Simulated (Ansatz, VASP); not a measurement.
# One calculation of ZnSn2N3, two programs

Contents of INCAR:

```
PREC     = Accurate       # precision mode
ENCUT    = 520            # plane-wave cutoff, eV
EDIFF    = 1E-6           # SCF threshold, eV
ISMEAR   = 0              # smearing method
SIGMA    = 0.1            # smearing width, eV
LREAL    = F              # projectors in reciprocal space
LASPH    = T              # aspherical terms in the spheres
NELM     = 80             # most SCF steps
ALGO     = Normal         # electronic algorithm
ISIF     = 2              # what is computed and relaxed
LWAVE    = F              # write WAVECAR
LCHARG   = F              # write CHGCAR
GGA      = PE             # functional
NBANDS   = 36             # bands
```

Contents of KPOINTS:

```
regular mesh
0
Gamma
  3 3 6
```

POSCAR

```
ZnSn2N3
1.0
    5.8213275100      0.0000000000      0.0000000000
   -2.9106637500      5.0414175000      0.0000000000
    0.0000000000      0.0000000000      3.2697610900
Zn Sn N
1 2 3
Direct
    0.0000000000      0.0000000000      0.0000000000
    0.3333333300      0.6666666700      0.0000000000
    0.6666666700      0.3333333300      0.0000000000
    0.5000000000      0.0000000000      0.5000000000
    0.5000000000      0.5000000000      0.5000000000
    0.0000000000      0.5000000000      0.5000000000
```

Input for Ansatz:

```yaml
crystal:
  lattice:
    - [5.82132751, 0.0, 0.0]
    - [-2.91066375, 5.0414175, 0.0]
    - [0.0, 0.0, 3.26976109]
  atoms:
    - { symbol: Zn, position: [0.0, 0.0, 0.0] }
    - { symbol: Sn, position: [0.33333333, 0.66666667, 0.0] }
    - { symbol: Sn, position: [0.66666667, 0.33333333, 0.0] }
    - { symbol: "N", position: [0.5, 0.0, 0.5] }
    - { symbol: "N", position: [0.5, 0.5, 0.5] }
    - { symbol: "N", position: [0.0, 0.5, 0.5] }
basis:
  ecutwfc: 420
kpoints:
  mp_grid: { grid: [3, 3, 6] }
hamiltonian:
  xc: pbe
scf:
  occupations: { method: gaussian, width: 0.1 }
  lower_state_search: "off"
output:
  forces: true
  stress: true
  eigenvalues: true
```

Change from the starting cell: species swapped into the LuB2Os3 type (P6/mmm, No. 191).

Alike in both runs: task single point; functional PBE; k mesh 3 × 3 × 6; occupations gaussian, width 0.1 eV; no spin polarisation.

```csv
,VASP,Ansatz
version,VASP 6.6.1,Ansatz 0.2.0
potentials or method,"VASP PAW PBE potentials, release 64 (Zn, Sn_d, N), cutoff 520 eV","scalar-relativistic, plane waves, PAW"
valence electrons in the cell,55,55
```

```tsv
	VASP	Ansatz	Ansatz less VASP
gap on the k mesh at the Fermi level (eV)	none	none	-
pressure (GPa)	-8.8	-8.8	-0.05
traceless stress, the component that is largest in VASP (GPa)	-15.79	-15.84	-0.053
```

A gap of «none» marks a metal or a gap that the smearing closes.

The k mesh is coarse, so the values compare programs but aren't converged.
